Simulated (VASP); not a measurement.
# HfO2 (P1) in VASP: single point with r2SCAN

Aim: the single point of HfO2 with r2SCAN.

Program: VASP 6.6.1. These are calculated values, not measurements. Logs are shortened: lines on timing, memory, paths and dates and some standing lists are left out, and cuts for length are marked.

## 1. The cell of the first run

The typed cell holds 6 atoms: a = 3.712 Å, b = 3.718 Å, c = 5.473 Å, α = 85.77°, β = 91.51°, γ = 87.70°.

## 2. Single point, r2SCAN (atoms moved at random and the cell strained at random)

Input file POSCAR:

```
HfO2
1.0
    3.7108875460      0.0755184765     -0.0506385056
    0.0755184765      3.7150814753      0.1387333907
   -0.0736070546      0.2016599055      5.4686837975
Hf O
2 4
Direct
    0.5311320745      0.5375525764      0.5015812292
    0.0128367736     -0.0086067823      0.0109315347
    0.0110915445      0.4550685408      0.7076870342
    0.4746749491     -0.0077492392      0.7768863049
    0.4709410575     -0.0037564230      0.3087207711
   -0.0006763992      0.5274913272      0.1941931259
```

Input file INCAR.step1:

```
ALGO = Normal
EDIFF = 1E-4
ENCUT = 520
GGA = PE
ISMEAR = 0
LASPH = T
LCHARG = F
LREAL = F
LWAVE = T
NBANDS = 31
NELM = 80
PREC = Accurate
SIGMA = 0.05
```

Input file INCAR.step2:

```
ALGO = Normal
EDIFF = 1E-7
ENCUT = 520
ISIF = 2
ISMEAR = 0
ISTART = 1
LASPH = T
LCHARG = F
LMIXTAU = T
LREAL = F
LWAVE = F
METAGGA = R2SCAN
NBANDS = 31
NELM = 80
PREC = Accurate
SIGMA = 0.05
```

Input file KPOINTS:

```
k-points
0
Gamma
  6 6 6
```

Potentials or basis: VASP PAW PBE potentials, release 64 (Hf_pv, O).

On the command line:

```console
$ cat potpaw_PBE.64/Hf_pv/POTCAR potpaw_PBE.64/O/POTCAR > POTCAR
$ cp INCAR.step1 INCAR
$ mpirun -np 1 vasp_std > vasp.out
$ cp INCAR.step2 INCAR
$ mpirun -np 1 vasp_std > vasp.out
```

OUTCAR:

```text
EDIFF = 1E-7
   ENCUT = 520
   ISIF = 2
   ISMEAR = 0
   ISTART = 1
   LASPH = T
   LREAL = F
   METAGGA = R2SCAN
   NELM = 80
   PREC = Accurate

 ion  position               nearest neighbor table
   1  0.531  0.538  0.502-   5 1.94   3 2.08   3 2.28   4 2.35   5 2.36   6 2.45   4 2.45   6 2.56
                             2 3.54   2 3.62   2 3.70   2 3.81
   2  0.013  0.991  0.011-   6 1.93   4 2.17   6 2.30   3 2.30   5 2.33   4 2.34   5 2.62   3 2.69
                             1 3.54   1 3.62   1 3.70   1 3.81
   3  0.011  0.455  0.708-   1 2.08   1 2.28   2 2.30   2 2.69
   4  0.475  0.992  0.777-   2 2.17   2 2.34   1 2.35   1 2.45
   5  0.471  0.996  0.309-   1 1.94   2 2.33   1 2.36   2 2.62
   6  0.999  0.527  0.194-   2 1.93   2 2.30   1 2.45   1 2.56

  LATTYP: Found a triclinic cell.
 ALAT       =     3.7184378927
 B/A-ratio  =     2.3940893292
 C/A-ratio  =     3.8126539420
 COS(alpha) =     0.0003879562
 COS(beta)  =     0.5920693640
 COS(gamma) =     0.7900070994

  Lattice vectors:

 A1 = (  -0.0755184765,  -3.7150814753,  -0.1387333907)
 A2 = (  -0.2246440076,  -7.2285030451,   5.1912170161)
 A3 = (  -3.7147103898,  -7.9090012381, -11.1641958708)

Analysis of symmetry for initial positions (statically):
=====================================================================
 Subroutine PRICEL returns:
 Original cell was already a primitive cell.

 Routine SETGRP: Setting up the symmetry group for a
 triclinic supercell.

 Subroutine GETGRP returns: Found  1 space group operations
 (whereof  1 operations were pure point group operations)
 out of a pool of  2 trial point group operations.

The static configuration has the point symmetry C_1 .

Analysis of symmetry for dynamics (positions and initial velocities):
=====================================================================
 Subroutine PRICEL returns:
 Original cell was already a primitive cell.

 Routine SETGRP: Setting up the symmetry group for a
 triclinic supercell.

 Subroutine GETGRP returns: Found  1 space group operations
 (whereof  1 operations were pure point group operations)
 out of a pool of  2 trial point group operations.

The dynamic configuration has the point symmetry C_1 .

 Subroutine INISYM returns: Found  1 space group operations
 (whereof  1 operations are pure point group operations),
 and found     1 'primitive' translations

----------------------------------------------------------------------------------------

                                     Primitive cell
[... 98 lines left out ...]
   NELM   =     80;   NELMIN=  2; NELMDL=  0     # of ELM steps
   EDIFF  = 0.1E-06   stopping-criterion for ELM
   LREAL  =      F    real-space projection
   EDIFFG = 0.1E-05   stopping-criterion for IOM
   NSW    =      0    number of steps for IOM
   IBRION =     -1    ionic relax: 0-MD 1-quasi-New 2-CG
   NFREE  =      0    steps in history (QN), initial steepest desc. (CG)
   ISIF   =      2    stress and relaxation
   ISYM   =      2    0-nonsym 1-usesym 2-fastsym
   POTIM  = 0.5000    time-step for ionic-motion
   TEBEG  =    0.0;   TEEND  =   0.0 temperature during run
   PSTRESS=    0.0 pullay stress
   NELECT =      44.0000    total number of electrons
   NUPDOWN=      -1.0000    fix difference up-down
   EMIN   =  10.00;   EMAX   =-10.00  energy-range for DOS
   EFERMI =   0.00;   METHOD = LEGACY
   ISMEAR =     0;   SIGMA  =   0.05  broadening in eV -4-tet -1-fermi 0-gaus
   EFERMI_NEDOS =   21; number of points for ismear=-14 and -15
   IALGO  =     38    algorithm
   IMIX   =      4    mixing-type and parameters
     AMIX     =   0.40;   BMIX     =  1.00
     AMIX_MAG =   1.60;   BMIX_MAG =  1.00
  volume/ion in A,a.u.               =      12.54        84.63
  Fermi-wavevector in a.u.,A,eV,Ry     =   1.369005  2.587045 25.499708  1.874176
  Thomas-Fermi vector in A             =   2.494919
   LORBIT       =      0    0 simple, 1 ext, 2 COOP (PROOUT), +10 PAW based schemes
   METAGGA = R2SCAN    functional components
   LHFCALC =     F    Hartree Fock is set to
   AEXX    =    0.0000 exact exchange contribution
   IVDW    =     0    specifies the selected vdW correction
   LEPSILON=     F    determine dielectric tensor
   LRPA    =     F    only Hartree local field effects (RPA)
 non-spin polarized calculation
 Gauss-broadening in eV      SIGMA  =   0.05
  energy-cutoff  :      520.00
  volume of cell :       75.24
 maximum number of plane-waves:      2044
   NGX = 13   NGY = 13   NGZ = 21

 number of electron      44.0000007 magnetization

 Free energy of the ion-electron system (eV)
  ---------------------------------------------------
  ext. energy  EPLUGINS =         0.00000000
  ---------------------------------------------------
  free energy    TOTEN  =      -135.41400398 eV

  energy without entropy =     -135.41400398  energy(sigma->0) =     -135.41400398

 E-fermi :   2.9358     XC(G=0): -11.7200

 val. band max:        2.7294538429   @ k =   0.0000   0.0000   0.5000
 cond. band min:       6.7495426152   @ k =   0.0000   0.0000   0.0000
 fundamental gap:      4.0200887722
 Fermi energy:         2.9357946261

 k-point     1 :       0.0000    0.0000    0.0000
  band No.  band energies     occupation
      1     -28.7201      2.00000
      2     -28.5797      2.00000
      3     -28.5100      2.00000
      4     -28.3959      2.00000
      5     -28.3497      2.00000
      6     -28.2969      2.00000
[... 805 lines left out ...]
     30      10.7284      0.00000
     31      11.4512      0.00000

 [... further k-points ...]
[... 5 lines left out ...]
  --------------------------------------------------------------------------------------
  -------------------------------------------------------------------------------------
  Total      -11.6028316     -5.7602376    -11.8956547     -3.2056359     -4.0236062      0.9724867
  in kB     -247.0659195   -122.6561282   -253.3011731    -68.2594916    -85.6770136     20.7077318
  external PRESSURE =    -207.6744069 kB  Pullay stress =       0.0000000 kB

 VOLUME and BASIS-vectors are now :
 -----------------------------------------------------------------------------
  energy-cutoff  :      520.00
  volume of cell :       75.24
      direct lattice vectors                 reciprocal lattice vectors
     3.710887546  0.075518477 -0.050638506     0.269644129 -0.005624479  0.003836744
     0.075518477  3.715081475  0.138733391    -0.005624479  0.269661597 -0.010019583
    -0.073607055  0.201659905  5.468683797     0.002639516 -0.006893045  0.183149067

 POSITION                                       TOTAL-FORCE (eV/Angst)
 -----------------------------------------------------------------------------------
      1.97465      2.13831      2.79067        -0.546389     -1.937608      2.189666
      0.12170      3.68628      0.19667         0.527852      2.105254     -2.164087
      0.02343      1.83417      3.93269        -0.904237      1.293549     -1.330718
      1.77921      3.87881      4.36217         1.235681     -1.229775      2.113748
      1.80012      3.79895      1.80266         0.405671      1.753520     -1.274200
      3.73392      2.07430      1.08456        -0.718578     -1.984941      0.465591
 -----------------------------------------------------------------------------------
    total drift:                               -0.000659     -0.001418     -0.001396

  FREE ENERGIE OF THE ION-ELECTRON SYSTEM (eV)
  ---------------------------------------------------
  free  energy   TOTEN  =      -135.4140039807 eV

  energy  without entropy=     -135.4140039807  energy(sigma->0) =     -135.41400398
```

OUTCAR.step1:

```text
EDIFF = 1E-4
   ENCUT = 520
   GGA = PE
   ISMEAR = 0
[... 1059 lines left out ...]
      0.02343      1.83417      3.93269        -0.787982      1.244451     -1.212513
      1.77921      3.87881      4.36217         1.181060     -1.169428      1.966069
      1.80012      3.79895      1.80266         0.374377      1.866325     -1.305936
      3.73392      2.07430      1.08456        -0.700895     -2.098057      0.549074
 -----------------------------------------------------------------------------------
    total drift:                               -0.000397      0.000012     -0.000335

  FREE ENERGIE OF THE ION-ELECTRON SYSTEM (eV)
  ---------------------------------------------------
  free  energy   TOTEN  =       -59.1532763638 eV

  energy  without entropy=      -59.1532763638  energy(sigma->0) =      -59.15327636
```

Wall time 13 min (1 thread of Intel Xeon Platinum 8488C (Sapphire Rapids), shared host); peak memory 0.33 GiB.

Results:

| Quantity | Value |
| --- | --- |
| Free energy | -135.4140 eV |
| Pressure | -20.8 GPa |
| Largest force | 3.065 eV/Å |
| Band gap on the k mesh | 4.02 eV, indirect (least direct gap 4.05 eV) |

Forces in eV/Å, atoms in the order of the input:
```
Hf  -0.546 -1.938  2.190
Hf   0.528  2.105 -2.164
O   -0.904  1.294 -1.331
O    1.236 -1.230  2.114
O    0.406  1.754 -1.274
O   -0.719 -1.985  0.466
```

Caveat: the cell differs from its parent crystal (atoms moved at random and the cell strained at random); the PAW data sets were made with another functional, which shifts forces and pressure a little; spin-orbit coupling is left out, which moves the levels of the heavy elements.
